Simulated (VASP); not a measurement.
# InP2 (R-3m) in VASP: notebook

InP2 is run at these levels: PBE; tasks: single point, relaxation of cell and atoms.

Program: VASP 6.6.1. These are calculated values, not measurements. Logs are shortened: lines on timing, memory, paths and dates and some standing lists are left out, and cuts for length are marked.

## Step 1: The cell of the first run

The structure is trigonal, space group R-3m (No. 166). The conventional cell has a = 3.744 Å, b = 3.744 Å, c = 14.404 Å, α = 90.00°, β = 90.00°, γ = 120.00°. In (site symmetry -3m) has 6 P at 2.47 Å within 3.3 Å. Within 3.2 Å of P (site symmetry 3m) lie 1 P at 2.42 Å and 3 In at 2.47 Å.

## Step 2: Single point, PBE

File INCAR:

```
SYSTEM = InP2
PREC = Accurate
ENCUT = 520
EDIFF = 1E-6
ISMEAR = 0
SIGMA = 0.1
LREAL = .FALSE.
LASPH = .TRUE.
NELM = 100
ALGO = Normal
ISIF = 2
LWAVE = .FALSE.
LCHARG = .TRUE.
GGA = PE
LELF = .TRUE.
LVHAR = .TRUE.
NBANDS = 18
```

File KPOINTS:

```
regular mesh
0
G
  6 6 6
  0 0 0
```

File POSCAR:

```
InP2
1.0
    1.8721944200      1.0809119500      4.8013648800
   -1.8721944200      1.0809119500      4.8013648800
    0.0000000000     -2.1618239000      4.8013648800
In P
1 2
Direct
    0.0000000000      0.0000000000      0.0000000000
    0.4160641100      0.4160641100      0.4160641100
    0.5839358900      0.5839358900      0.5839358900
```

Potentials or basis: VASP PAW PBE potentials, release 64 (In_d, P).

Run with:

```sh
> cat potpaw_PBE.64/In_d/POTCAR potpaw_PBE.64/P/POTCAR > POTCAR
> mpirun -np 1 vasp_std > vasp.out
```

OUTCAR:

```text
SYSTEM = InP2
   PREC = Accurate
   ENCUT = 520
   EDIFF = 1E-6
   ISMEAR = 0
   LREAL = .FALSE.
   LASPH = .TRUE.
   NELM = 100
   ISIF = 2
   GGA = PE

 ion  position               nearest neighbor table
   1  0.000  0.000  0.000-   3 2.47   2 2.47   3 2.47   3 2.47   2 2.47   2 2.47
   2  0.416  0.416  0.416-   3 2.42   1 2.47   1 2.47   1 2.47
   3  0.584  0.584  0.584-   2 2.42   1 2.47   1 2.47   1 2.47

  LATTYP: Found a trigonal (rhomboedric) cell.
 ALAT       =     5.2656041724
 COS(alpha) =     0.7471660037

  Lattice vectors:

 A1 = (   1.8721944200,   1.0809119500,   4.8013648800)
 A2 = (  -1.8721944200,   1.0809119500,   4.8013648800)
 A3 = (   0.0000000000,  -2.1618239000,   4.8013648800)

Analysis of symmetry for initial positions (statically):
=====================================================================
 Subroutine PRICEL returns:
 Original cell was already a primitive cell.

 Routine SETGRP: Setting up the symmetry group for a
 trigonal (rhombohedral) supercell.

 Subroutine GETGRP returns: Found 12 space group operations
 (whereof 12 operations were pure point group operations)
 out of a pool of 12 trial point group operations.

The static configuration has the point symmetry D_3d.

Analysis of symmetry for dynamics (positions and initial velocities):
=====================================================================
 Subroutine PRICEL returns:
 Original cell was already a primitive cell.

 Routine SETGRP: Setting up the symmetry group for a
 trigonal (rhombohedral) supercell.

 Subroutine GETGRP returns: Found 12 space group operations
 (whereof 12 operations were pure point group operations)
 out of a pool of 12 trial point group operations.

The dynamic configuration has the point symmetry D_3d.

 Subroutine INISYM returns: Found 12 space group operations
 (whereof 12 operations are pure point group operations),
 and found     1 'primitive' translations

----------------------------------------------------------------------------------------

                                     Primitive cell

  volume of cell :      58.2985

  direct lattice vectors                    reciprocal lattice vectors
     1.872194420  1.080911950  4.801364880     0.267066280  0.154190789  0.069424704
    -1.872194420  1.080911950  4.801364880    -0.267066280  0.154190789  0.069424704
     0.000000000 -2.161823900  4.801364880     0.000000000 -0.308381578  0.069424704

  length of vectors
     5.265604172  5.265604172  5.265604171     0.316099647  0.316099647  0.316099648

  position of ions in fractional coordinates (direct lattice)
     0.000000000  0.000000000  0.000000000
     0.416064110  0.416064110  0.416064110
     0.583935890  0.583935890  0.583935890

  ion indices of the primitive-cell ions
   primitive index   ion index
                 1           1
                 2           2
                 3           3

----------------------------------------------------------------------------------------

 KPOINTS: regular mesh

Automatic generation of k-mesh.
 Grid dimensions read from file:
 generate k-points for:    6    6    6

 Generating k-lattice:

  Cartesian coordinates                     Fractional coordinates (reciprocal lattice)
     0.044511047  0.025698465  0.011570784     0.166666667  0.000000000  0.000000000
    -0.044511047  0.025698465  0.011570784     0.000000000  0.166666667  0.000000000
     0.000000000 -0.051396930  0.011570784     0.000000000  0.000000000  0.166666667

  Length of vectors
     0.052683275  0.052683275  0.052683275

  Shift w.r.t. Gamma in fractional coordinates (k-lattice)
     0.000000000  0.000000000  0.000000000

 Subroutine IBZKPT returns following result:
 ===========================================

 Found     32 irreducible k-points:

 Following reciprocal coordinates:
            Coordinates               Weight
  0.000000  0.000000  0.000000      1.000000
  0.166667 -0.000000 -0.000000      6.000000
  0.333333 -0.000000 -0.000000      6.000000
  0.500000 -0.000000  0.000000      3.000000
  0.166667  0.166667 -0.000000      6.000000
  0.333333  0.166667  0.000000     12.000000
[... 16 lines left out ...]
  0.500000  0.500000  0.166667      6.000000
 -0.333333  0.500000  0.166667     12.000000
 [... further k-points ...]
   k-points           NKPTS =     32   k-points in BZ     NKDIM =     32   number of bands    NBANDS=     18
   number of dos      NEDOS =    301   number of ions     NIONS =      3
   total plane-waves  NPLWV =  64000
   dimension x,y,z NGX =    40 NGY =   40 NGZ =   40
   dimension x,y,z NGXF=    80 NGYF=   80 NGZF=   80
   ions per type =               1   2
   NGX,Y,Z   is equivalent  to a cutoff of  12.63, 12.63, 12.63 a.u.
   NGXF,Y,Z  is equivalent  to a cutoff of  25.26, 25.26, 25.26 a.u.
 SYSTEM =  InP2
   PREC   = accura    normal or accurate (medium, high low for compatibility)
   ISTART =      0    job   : 0-new  1-cont  2-samecut
   ICHARG =      2    charge: 1-file 2-atom 10-const
   ISPIN  =      1    spin polarized calculation?
   LNONCOLLINEAR =      F non collinear calculations
   LSORBIT =      F    spin-orbit coupling
   LASPH  =      T    aspherical Exc in radial PAW
   ENCUT  =  520.0 eV  38.22 Ry    6.18 a.u.   9.79  9.79  9.79*2*pi/ulx,y,z
   NELM   =    100;   NELMIN=  2; NELMDL= -5     # of ELM steps
   EDIFF  = 0.1E-05   stopping-criterion for ELM
   LREAL  =      F    real-space projection
   EDIFFG = 0.1E-04   stopping-criterion for IOM
   NSW    =      0    number of steps for IOM
   IBRION =     -1    ionic relax: 0-MD 1-quasi-New 2-CG
   NFREE  =      0    steps in history (QN), initial steepest desc. (CG)
   ISIF   =      2    stress and relaxation
   ISYM   =      2    0-nonsym 1-usesym 2-fastsym
   POTIM  = 0.5000    time-step for ionic-motion
   TEBEG  =    0.0;   TEEND  =   0.0 temperature during run
   PSTRESS=    0.0 pullay stress
   NELECT =      23.0000    total number of electrons
   NUPDOWN=      -1.0000    fix difference up-down
   EMIN   =  10.00;   EMAX   =-10.00  energy-range for DOS
   EFERMI =   0.00;   METHOD = LEGACY
   ISMEAR =     0;   SIGMA  =   0.10  broadening in eV -4-tet -1-fermi 0-gaus
   EFERMI_NEDOS =   21; number of points for ismear=-14 and -15
   IALGO  =     38    algorithm
   IMIX   =      4    mixing-type and parameters
     AMIX     =   0.40;   BMIX     =  1.00
     AMIX_MAG =   1.60;   BMIX_MAG =  1.00
  volume/ion in A,a.u.               =      19.43       131.14
  Fermi-wavevector in a.u.,A,eV,Ry     =   1.200692  2.268979 19.615000  1.441662
  Thomas-Fermi vector in A             =   2.336521
   LORBIT       =      0    0 simple, 1 ext, 2 COOP (PROOUT), +10 PAW based schemes
   GGA     = PE    functional components
   LHFCALC =     F    Hartree Fock is set to
   AEXX    =    0.0000 exact exchange contribution
   IVDW    =     0    specifies the selected vdW correction
   LEPSILON=     F    determine dielectric tensor
   LRPA    =     F    only Hartree local field effects (RPA)
 non-spin polarized calculation
 Gauss-broadening in eV      SIGMA  =   0.10
  energy-cutoff  :      520.00
  volume of cell :       58.30
 maximum number of plane-waves:      1580
   NGX = 19   NGY = 19   NGZ = 19

 number of electron      23.0000001 magnetization

 Free energy of the ion-electron system (eV)
  ---------------------------------------------------
  ext. energy  EPLUGINS =         0.00000000
  ---------------------------------------------------
  free energy    TOTEN  =       -11.52537100 eV

  energy without entropy =      -11.51257940  energy(sigma->0) =      -11.51897520

 E-fermi :   7.4165     XC(G=0): -10.3058

 val. band max:        7.4108714520   @ k =   0.3333   0.1667   0.0000
 cond. band min:       7.5361082698   @ k =  -0.3333   0.5000   0.1667
 fundamental gap:      0.1252368178
 Fermi energy:         7.4164870613

 k-point     1 :       0.0000    0.0000    0.0000
  band No.  band energies     occupation
      1      -7.4991      2.00000
      2      -7.4991      2.00000
      3      -7.4559      2.00000
      4      -7.1592      2.00000
      5      -7.1592      2.00000
      6      -6.1757      2.00000
[... 10 lines left out ...]
     17      14.5796      0.00000
     18      15.1734      0.00000

 k-point     2 :       0.1667   -0.0000   -0.0000
  band No.  band energies     occupation
      1      -7.5837      2.00000
      2      -7.4608      2.00000
      3      -7.3429      2.00000
      4      -7.1870      2.00000
      5      -7.1555      2.00000
      6      -5.9090      2.00000
[... 10 lines left out ...]
     17      13.9079      0.00000
     18      15.7073      0.00000

 k-point     3 :       0.3333   -0.0000   -0.0000
  band No.  band energies     occupation
      1      -7.7510      2.00000
      2      -7.3994      2.00000
      3      -7.2542      2.00000
      4      -7.1502      2.00000
      5      -7.1291      2.00000
      6      -5.0608      2.00000
[... 10 lines left out ...]
     17      15.6523      0.00000
     18      16.7048      0.00000

 k-point     4 :       0.5000   -0.0000    0.0000
  band No.  band energies     occupation
      1      -7.8308      2.00000
      2      -7.3793      2.00000
      3      -7.2730      2.00000
      4      -7.1034      2.00000
      5      -7.0881      2.00000
      6      -4.2821      2.00000
[... 375 lines left out ...]
      4      -7.1465      2.00000
      5      -7.0912      2.00000
      6      -4.1363      2.00000
[... 10 lines left out ...]
     17      14.7379      0.00000
     18      16.4320      0.00000

 k-point    23 :       0.5000    0.5000    0.1667
  band No.  band energies     occupation
      1      -7.8111      2.00000
      2      -7.3970      2.00000
      3      -7.2645      2.00000
      4      -7.1454      2.00000
      5      -7.1269      2.00000
      6      -4.1835      2.00000
[... 10 lines left out ...]
     17      14.3479      0.00000
     18      15.4016      0.00000

 k-point    24 :      -0.3333    0.5000    0.1667
  band No.  band energies     occupation
      1      -7.8125      2.00000
      2      -7.4647      2.00000
      3      -7.2483      2.00000
      4      -7.1475      2.00000
      5      -7.0877      2.00000
      6      -3.0755      2.00000
[... 10 lines left out ...]
     17      14.7414      0.00000
     18      15.0980      0.00000

 [... further k-points ...]
[... 5 lines left out ...]
  --------------------------------------------------------------------------------------
  -------------------------------------------------------------------------------------
  Total       10.0947885     10.0947884      2.1993894      0.0000000      0.0000000     -0.0000000
  in kB      277.4281843    277.4281831     60.4443171      0.0000000      0.0000000     -0.0000000
  external PRESSURE =     205.1002282 kB  Pullay stress =       0.0000000 kB

 VOLUME and BASIS-vectors are now :
 -----------------------------------------------------------------------------
  energy-cutoff  :      520.00
  volume of cell :       58.30
      direct lattice vectors                 reciprocal lattice vectors
     1.872194420  1.080911950  4.801364880     0.267066280  0.154190789  0.069424704
    -1.872194420  1.080911950  4.801364880    -0.267066280  0.154190789  0.069424704
     0.000000000 -2.161823900  4.801364880     0.000000000 -0.308381578  0.069424704

 POSITION                                       TOTAL-FORCE (eV/Angst)
 -----------------------------------------------------------------------------------
      0.00000      0.00000      0.00000         0.000000      0.000000     -0.000000
      0.00000      0.00000      5.99303         0.000000     -0.000000      4.512014
      0.00000      0.00000      8.41107         0.000000      0.000000     -4.512014
 -----------------------------------------------------------------------------------
    total drift:                               -0.000000     -0.000000      0.000000

  FREE ENERGIE OF THE ION-ELECTRON SYSTEM (eV)
  ---------------------------------------------------
  free  energy   TOTEN  =       -11.5253710042 eV

  energy  without entropy=      -11.5125793970  energy(sigma->0) =      -11.51897520
```

Wall time 47 s (1 thread of AMD EPYC 7R43 (Zen 3), shared host); peak memory 0.2 GiB.

Results:

```
Free energy   : -11.5254 eV
Pressure      : 20.5 GPa
Largest force : 4.512 eV/Å
```

Forces on the atoms (eV/Å):
```
In   0.000  0.000  0.000
P    0.000  0.000  4.512
P    0.000  0.000 -4.512
```

Stress tensor (GPa, compression positive):
```
27.74  0.00  0.00
 0.00 27.74  0.00
 0.00  0.00  6.04
```

Caveat: spin-orbit coupling is left out, which moves the levels of the heavy elements; forces of over 1 eV/Å act on the atoms, so gaps and moduli don't describe the material at rest.

## Step 3: Single point, PBE

This run uses another cell than the first one, of 23.36 Å³/atom, 1.202 times its volume.

File INCAR:

```
SYSTEM = InP2
PREC     = Accurate       ! precision mode
ENCUT    = 520            ! plane-wave cutoff, eV
EDIFF    = 1E-6           ! SCF threshold, eV
ISMEAR   = 0              ! smearing method
SIGMA    = 0.1            ! smearing width, eV
LREAL    = .False.        ! projectors in reciprocal space
LASPH    = .True.         ! aspherical terms in the spheres
NELM     = 60             ! most SCF steps
ALGO     = Normal         ! electronic algorithm
ISIF     = 2              ! what is computed and relaxed
LWAVE    = .False.        ! write WAVECAR
LCHARG   = .False.        ! write CHGCAR
GGA      = PE             ! functional
NBANDS   = 18             ! bands
```

File KPOINTS:

```
Automatic mesh
0
Gamma
  6 6 6
  0 0 0
```

File POSCAR:

```
InP2
1.0
    2.0513520840      1.1843486779      4.8071773596
   -2.0513520840      1.1843486779      4.8071773596
    0.0000000000     -2.3686973557      4.8071773596
In P
1 2
Direct
    0.0000000000      0.0000000000      0.0000000000
    0.4276695870      0.4276695870      0.4276695870
    0.5723304130      0.5723304130      0.5723304130
```

Potentials or basis: VASP PAW PBE potentials, release 64 (In_d, P).

Run with:

```sh
> cat potpaw_PBE.64/In_d/POTCAR potpaw_PBE.64/P/POTCAR > POTCAR
> mpirun -np 1 vasp_std > vasp.out
```

It took 47 s on 1 thread of AMD EPYC 7R43 (Zen 3), shared host; peak memory 0.21 GiB.

Results (log left out):

```
Free energy   : -13.1580 eV
Pressure      : 0.0 GPa
Largest force : 0.053 eV/Å
```

Forces on the atoms (eV/Å):
```
In   0.000  0.000  0.000
P    0.000  0.000  0.053
P    0.000  0.000 -0.053
```

Stress tensor (GPa, compression positive):
```
 0.14  0.00  0.00
 0.00  0.14  0.00
 0.00  0.00 -0.27
```

Levels at points of the mesh, in eV from the Fermi level:
```
           k point  band 9  band 10  band 11  band 12  band 13  band 14
(0.00, 0.00, 0.00)   -1.94    -1.94     0.61     0.61     1.74     2.93
(0.50, 0.00, 0.00)   -5.04    -1.80    -1.79    -1.59     0.38     3.33
(0.50, 0.50, 0.00)   -4.46    -3.30    -1.95     1.31     2.07     2.33
(0.50, 0.50, 0.50)   -1.74    -1.74     0.12     0.12     0.34     1.55
```

Caveat: spin-orbit coupling is left out, which moves the levels of the heavy elements.

(Part 1 of 2 ends here.)
